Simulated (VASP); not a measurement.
**Y: relaxation of cell and atoms with revPBE**

Crystal: Y.

```
Y
1.0
     5.71390    0.00000    0.00000
    -2.85695    4.94838    0.00000
     0.00000    0.00000    3.50262
Y
3
Cartesian
  0.0000 0.0000 0.0000
  0.0000 3.2989 1.7513
  2.8569 1.6495 1.7513
```

This isn't the form of Y at room conditions, which is hcp.

* Program: VASP 6.6.1
* Task: relaxation of cell and atoms
* Functional: revPBE
* Potentials or basis: VASP PAW PBE potentials, release 64 (Y_sv)
* Cutoff: 600 eV
* k mesh: 7 × 7 × 9
* Occupations: fermi-dirac, width 0.1 eV
* Spin: no spin polarisation
* Dipole correction: no
* Further INCAR settings: ALGO = Normal; EDIFF = 1e-06; IBRION = 2; EDIFFG = -0.01; NSW = 80; ISIF = 3

```json
{
 "Relaxed volume": "33.45 Å³/atom",
 "Relaxed cell": "a = 5.705 Å, b = 5.705 Å, c = 3.560 Å, α = 90.00°, β = 90.00°, γ = 120.00°",
 "Space group after relaxing (to 0.1 Å)": "P6/mmm (No. 191)",
 "Energy gained by relaxing": "1.9 meV/atom",
 "Ionic steps": "5",
 "Pressure after relaxing": "0.0 GPa",
 "Band gap on the k mesh": "zero (an odd number of electrons rules out a gap without spin polarisation)"
}
```

Step by step:
```csv
step,energy change (eV),largest force (eV/Å),pressure (GPa),volume (Å³)
1,0.0000,0.0000,0.46,99.03
2,-0.0049,0.0000,-0.05,100.40
3,-0.0051,0.0000,-0.20,100.80
4,-0.0051,0.0000,-0.17,100.73
5,-0.0058,0.0000,-0.03,100.36
```

Final structure:
```
Y
1.0
     5.70520    0.00000    0.00000
    -2.85260    4.94085    0.00000
     0.00000    0.00000    3.56021
Y
3
Direct
  0.00000 0.00000 0.00000
  0.33333 0.66667 0.50000
  0.66667 0.33333 0.50000
```

Levels at points of the mesh, in eV from the Fermi level:
| k point | band 13 | band 14 | band 15 | band 16 | band 17 | band 18 | band 19 | band 20 |
| --- | --- | --- | --- | --- | --- | --- | --- | --- |
| (0.00, 0.00, 0.00) | -4.59 | -0.94 | 0.04 | 0.04 | 0.09 | 0.09 | 0.47 | 1.72 |

It took 3.7 min on 1 thread of Intel(R) Xeon(R) Platinum 8488C (Sapphire Rapids), on a shared host, peak memory 0.3 GiB.

Caveat: the PAW data sets were made with another functional, which shifts forces and pressure a little.
